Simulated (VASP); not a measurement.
# HfPb3 in VASP: notebook, part 2 of 3

VASP 6.6.1.

## Step 4: Single point, PBEsol (27.07 Å³/atom)

This run uses another cell than the first one, of 27.07 Å³/atom.

INCAR

```
SYSTEM = HfPb3
ALGO = Fast ; EDIFF = 1E-6
ENCUT = 520 ; GGA = PS
ISIF = 2 ; ISMEAR = 0
LASPH = .True. ; LCHARG = .True.
LELF = .True. ; LREAL = .False.
LVHAR = .True. ; LWAVE = .False.
NBANDS = 34 ; NELM = 100
PREC = Accurate ; SIGMA = 0.05
```

KPOINTS

```
k-points
0
Gamma
  8 8 8
  0 0 0
```

POSCAR

```
HfPb3
1.0
    4.7661692636      0.0000000000      0.0000000000
    0.0000000000      4.7661692636      0.0000000000
    0.0000000000      0.0000000000      4.7661692636
Hf Pb
1 3
Direct
    0.0000000000      0.0000000000      0.0000000000
    0.0000000000      0.5000000000      0.5000000000
    0.5000000000      0.5000000000      0.0000000000
    0.5000000000      0.0000000000      0.5000000000
```

Potentials or basis: VASP PAW PBE potentials, release 64 (Hf_pv, Pb_d).

Command:

```
$ cat potpaw_PBE.64/Hf_pv/POTCAR potpaw_PBE.64/Pb_d/POTCAR > POTCAR
$ mpirun -np 1 vasp_std > vasp.out
```

OUTCAR:

```text
SYSTEM = HfPb3
   EDIFF = 1E-6
   ENCUT = 520
   GGA = PS
   ISIF = 2
   ISMEAR = 0
   LASPH = .True.
   LREAL = .False.
   NELM = 100
   PREC = Accurate

 ion  position               nearest neighbor table
   1  0.000  0.000  0.000-   2 3.37   3 3.37   4 3.37   2 3.37   4 3.37   2 3.37   3 3.37   2 3.37
                             3 3.37   4 3.37   4 3.37   3 3.37
   2  0.000  0.500  0.500-   1 3.37   3 3.37   4 3.37   1 3.37   3 3.37   1 3.37   4 3.37   1 3.37
                             3 3.37   4 3.37   3 3.37   4 3.37
   3  0.500  0.500  0.000-   1 3.37   2 3.37   4 3.37   2 3.37   4 3.37   1 3.37   4 3.37   4 3.37
                             1 3.37   2 3.37   2 3.37   1 3.37
   4  0.500  0.000  0.500-   1 3.37   2 3.37   3 3.37   1 3.37   3 3.37   2 3.37   3 3.37   3 3.37
                             1 3.37   2 3.37   1 3.37   2 3.37

  LATTYP: Found a simple cubic cell.
 ALAT       =     4.7661692636

  Lattice vectors:

 A1 = (   4.7661692636,   0.0000000000,   0.0000000000)
 A2 = (   0.0000000000,   4.7661692636,   0.0000000000)
 A3 = (   0.0000000000,   0.0000000000,   4.7661692636)

Analysis of symmetry for initial positions (statically):
=====================================================================
 Subroutine PRICEL returns:
 Original cell was already a primitive cell.

 Routine SETGRP: Setting up the symmetry group for a
 simple cubic supercell.

 Subroutine GETGRP returns: Found 48 space group operations
 (whereof 48 operations were pure point group operations)
 out of a pool of 48 trial point group operations.

The static configuration has the point symmetry O_h .

Analysis of symmetry for dynamics (positions and initial velocities):
=====================================================================
 Subroutine PRICEL returns:
 Original cell was already a primitive cell.

 Routine SETGRP: Setting up the symmetry group for a
 simple cubic supercell.

 Subroutine GETGRP returns: Found 48 space group operations
 (whereof 48 operations were pure point group operations)
 out of a pool of 48 trial point group operations.

The dynamic configuration has the point symmetry O_h .

 Subroutine INISYM returns: Found 48 space group operations
 (whereof 48 operations are pure point group operations),
 and found     1 'primitive' translations

----------------------------------------------------------------------------------------

                                     Primitive cell

  volume of cell :     108.2701

  direct lattice vectors                    reciprocal lattice vectors
     4.766169264  0.000000000  0.000000000     0.209812104  0.000000000  0.000000000
     0.000000000  4.766169264  0.000000000     0.000000000  0.209812104  0.000000000
     0.000000000  0.000000000  4.766169264     0.000000000  0.000000000  0.209812104

  length of vectors
     4.766169264  4.766169264  4.766169264     0.209812104  0.209812104  0.209812104

  position of ions in fractional coordinates (direct lattice)
     0.000000000  0.000000000  0.000000000
     0.000000000  0.500000000  0.500000000
     0.500000000  0.500000000  0.000000000
     0.500000000  0.000000000  0.500000000

  ion indices of the primitive-cell ions
   primitive index   ion index
                 1           1
                 2           2
                 3           3
                 4           4

----------------------------------------------------------------------------------------

 KPOINTS: k-points

Automatic generation of k-mesh.
 Grid dimensions read from file:
 generate k-points for:    8    8    8

 Generating k-lattice:

  Cartesian coordinates                     Fractional coordinates (reciprocal lattice)
     0.026226513  0.000000000  0.000000000     0.125000000  0.000000000  0.000000000
     0.000000000  0.026226513  0.000000000     0.000000000  0.125000000  0.000000000
     0.000000000  0.000000000  0.026226513     0.000000000  0.000000000  0.125000000

  Length of vectors
     0.026226513  0.026226513  0.026226513

  Shift w.r.t. Gamma in fractional coordinates (k-lattice)
     0.000000000  0.000000000  0.000000000

 Subroutine IBZKPT returns following result:
 ===========================================

 Found     35 irreducible k-points:

 Following reciprocal coordinates:
            Coordinates               Weight
  0.000000  0.000000  0.000000      1.000000
  0.125000  0.000000  0.000000      6.000000
  0.250000  0.000000  0.000000      6.000000
  0.375000  0.000000  0.000000      6.000000
  0.500000  0.000000  0.000000      3.000000
  0.125000  0.125000  0.000000     12.000000
[... 16 lines left out ...]
  0.375000  0.375000  0.125000     24.000000
  0.500000  0.375000  0.125000     24.000000
 [... further k-points ...]
   k-points           NKPTS =     35   k-points in BZ     NKDIM =     35   number of bands    NBANDS=     34
   number of dos      NEDOS =    301   number of ions     NIONS =      4
   total plane-waves  NPLWV =  46656
   dimension x,y,z NGX =    36 NGY =   36 NGZ =   36
   dimension x,y,z NGXF=    72 NGYF=   72 NGZF=   72
   ions per type =               1   3
   NGX,Y,Z   is equivalent  to a cutoff of  12.56, 12.56, 12.56 a.u.
   NGXF,Y,Z  is equivalent  to a cutoff of  25.11, 25.11, 25.11 a.u.
 SYSTEM =  HfPb3
   PREC   = accura    normal or accurate (medium, high low for compatibility)
   ISTART =      0    job   : 0-new  1-cont  2-samecut
   ICHARG =      2    charge: 1-file 2-atom 10-const
   ISPIN  =      1    spin polarized calculation?
   LNONCOLLINEAR =      F non collinear calculations
   LSORBIT =      F    spin-orbit coupling
   LASPH  =      T    aspherical Exc in radial PAW
   ENCUT  =  520.0 eV  38.22 Ry    6.18 a.u.   8.86  8.86  8.86*2*pi/ulx,y,z
   NELM   =    100;   NELMIN=  2; NELMDL= -5     # of ELM steps
   EDIFF  = 0.1E-05   stopping-criterion for ELM
   LREAL  =      F    real-space projection
   EDIFFG = 0.1E-04   stopping-criterion for IOM
   NSW    =      0    number of steps for IOM
   IBRION =     -1    ionic relax: 0-MD 1-quasi-New 2-CG
   NFREE  =      0    steps in history (QN), initial steepest desc. (CG)
   ISIF   =      2    stress and relaxation
   ISYM   =      2    0-nonsym 1-usesym 2-fastsym
   POTIM  = 0.5000    time-step for ionic-motion
   TEBEG  =    0.0;   TEEND  =   0.0 temperature during run
   PSTRESS=    0.0 pullay stress
   NELECT =      52.0000    total number of electrons
   NUPDOWN=      -1.0000    fix difference up-down
   EMIN   =  10.00;   EMAX   =-10.00  energy-range for DOS
   EFERMI =   0.00;   METHOD = LEGACY
   ISMEAR =     0;   SIGMA  =   0.05  broadening in eV -4-tet -1-fermi 0-gaus
   EFERMI_NEDOS =   21; number of points for ismear=-14 and -15
   IALGO  =     68    algorithm
   IMIX   =      4    mixing-type and parameters
     AMIX     =   0.40;   BMIX     =  1.00
     AMIX_MAG =   1.60;   BMIX_MAG =  1.00
  volume/ion in A,a.u.               =      27.07       182.66
  Fermi-wavevector in a.u.,A,eV,Ry     =   1.282054  2.422732 22.363402  1.643664
  Thomas-Fermi vector in A             =   2.414388
   LORBIT       =      0    0 simple, 1 ext, 2 COOP (PROOUT), +10 PAW based schemes
   GGA     = PS    functional components
   LHFCALC =     F    Hartree Fock is set to
   AEXX    =    0.0000 exact exchange contribution
   IVDW    =     0    specifies the selected vdW correction
   LEPSILON=     F    determine dielectric tensor
   LRPA    =     F    only Hartree local field effects (RPA)
 non-spin polarized calculation
 RMM-DIIS sequential band-by-band and
 Gauss-broadening in eV      SIGMA  =   0.05
  energy-cutoff  :      520.00
  volume of cell :      108.27
 maximum number of plane-waves:      2968
 NGX is ok and might be reduce to    36
   NGX = 17   NGY = 17   NGZ = 17

 number of electron      52.0000001 magnetization

 Free energy of the ion-electron system (eV)
  ---------------------------------------------------
  ext. energy  EPLUGINS =         0.00000000
  ---------------------------------------------------
  free energy    TOTEN  =       -21.52668224 eV

  energy without entropy =      -21.51837362  energy(sigma->0) =      -21.52252793

 E-fermi :   7.4424     XC(G=0): -10.8132

 val. band max:        7.4385229189   @ k =   0.3750   0.1250   0.0000
 cond. band min:       7.4450419385   @ k =   0.3750   0.2500   0.1250
 fundamental gap:      0.0065190195
 Fermi energy:         7.4423674025

 k-point     1 :       0.0000    0.0000    0.0000
  band No.  band energies     occupation
      1     -24.6790      2.00000
      2     -24.6790      2.00000
      3     -24.6790      2.00000
      4      -9.7703      2.00000
      5      -9.7660      2.00000
      6      -9.7660      2.00000
[... 877 lines left out ...]
     33      12.1632      0.00000
     34      12.5718      0.00000

 [... further k-points ...]
[... 5 lines left out ...]
  --------------------------------------------------------------------------------------
  -------------------------------------------------------------------------------------
  Total       -1.6518966     -1.6518966     -1.6518966      0.0000000      0.0000000     -0.0000000
  in kB      -24.4447198    -24.4447198    -24.4447198      0.0000000      0.0000000     -0.0000000
  external PRESSURE =     -24.4447198 kB  Pullay stress =       0.0000000 kB

 VOLUME and BASIS-vectors are now :
 -----------------------------------------------------------------------------
  energy-cutoff  :      520.00
  volume of cell :      108.27
      direct lattice vectors                 reciprocal lattice vectors
     4.766169264  0.000000000  0.000000000     0.209812104  0.000000000  0.000000000
     0.000000000  4.766169264  0.000000000     0.000000000  0.209812104  0.000000000
     0.000000000  0.000000000  4.766169264     0.000000000  0.000000000  0.209812104

 POSITION                                       TOTAL-FORCE (eV/Angst)
 -----------------------------------------------------------------------------------
      0.00000      0.00000      0.00000         0.000000      0.000000      0.000000
      0.00000      2.38308      2.38308         0.000000      0.000000      0.000000
      2.38308      2.38308      0.00000         0.000000      0.000000      0.000000
      2.38308      0.00000      2.38308         0.000000      0.000000      0.000000
 -----------------------------------------------------------------------------------
    total drift:                                0.000000      0.000000      0.000000

  FREE ENERGIE OF THE ION-ELECTRON SYSTEM (eV)
  ---------------------------------------------------
  free  energy   TOTEN  =       -21.5266822353 eV

  energy  without entropy=      -21.5183736212  energy(sigma->0) =      -21.52252793
```

It took 3.3 min on 1 thread of Oxide Virtual Turin-like, shared host; peak memory 0.23 GiB.

What came out:

- Free energy: -21.5267 eV
- Pressure: -2.4 GPa
- Band gap on the k mesh: zero (bands 26 and 27 overlap by 0.88 eV)

Caveat: the PAW data sets were made with another functional, which shifts forces and pressure a little; spin-orbit coupling is left out, which moves the levels of the heavy elements.

(Part 2 of 3 ends here.)

The gap in the log of VASP goes by the Fermi energy; the results here count the filled bands.